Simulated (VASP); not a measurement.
Here is a VASP 6.6.1 calculation.

POSCAR

```
C
1.0
    3.8956587374      0.0000000000      0.0000000000
    0.0000000000      3.8956587374      0.0000000000
    0.0000000000      0.0000000000      3.8956587374
C
8
Direct
    0.0000000000      0.0000000000      0.0000000000
    0.5000000000      0.5000000000      0.5000000000
    0.2500000000      1.0000000000      0.5000000000
    0.7500000000      0.0000000000      0.5000000000
    0.5000000000      0.2500000000      1.0000000000
    0.5000000000      0.7500000000      1.0000000000
    0.0000000000      0.5000000000      0.2500000000
    0.0000000000      0.5000000000      0.7500000000
```

File INCAR.step1:

```
SYSTEM = C
  ALGO = Normal
  EDIFF = 1E-4
  ENCUT = 520
  GGA = PE
  ISMEAR = -1
  LASPH = .True.
  LCHARG = .False.
  LREAL = .False.
  LWAVE = .True.
  NBANDS = 26
  NELM = 80
  PREC = Accurate
  SIGMA = 0.1
```

The input INCAR.step2:

```
SYSTEM = C
  ALGO = Normal
  EDIFF = 1E-6
  ENCUT = 520
  ISIF = 2
  ISMEAR = -1
  ISTART = 1
  LASPH = .True.
  LCHARG = .True.
  LELF = .True.
  LMIXTAU = .True.
  LREAL = .False.
  LVHAR = .True.
  LWAVE = .False.
  METAGGA = R2SCAN
  NBANDS = 26
  NELM = 80
  PREC = Accurate
  SIGMA = 0.1
```

KPOINTS

```
k-points
0
Gamma
  7 7 7
  0 0 0
```

Potentials or basis: VASP PAW PBE potentials, release 64 (C).

The run is started by

```sh
$ cat potpaw_PBE.64/C/POTCAR > POTCAR
$ cp INCAR.step1 INCAR
$ mpirun -np 1 vasp_std > vasp.out
$ cp INCAR.step2 INCAR
$ mpirun -np 1 vasp_std > vasp.out
```

Question: Estimate the band gap on the k mesh.

Answer: Zero (band 16 reaches 8.50 eV, above the bottom of band 17 at 6.01 eV).

Question: Predict the pressure.

Answer: 0.2 GPa.

Caveat: the PAW data sets were made with another functional, which shifts forces and pressure a little.
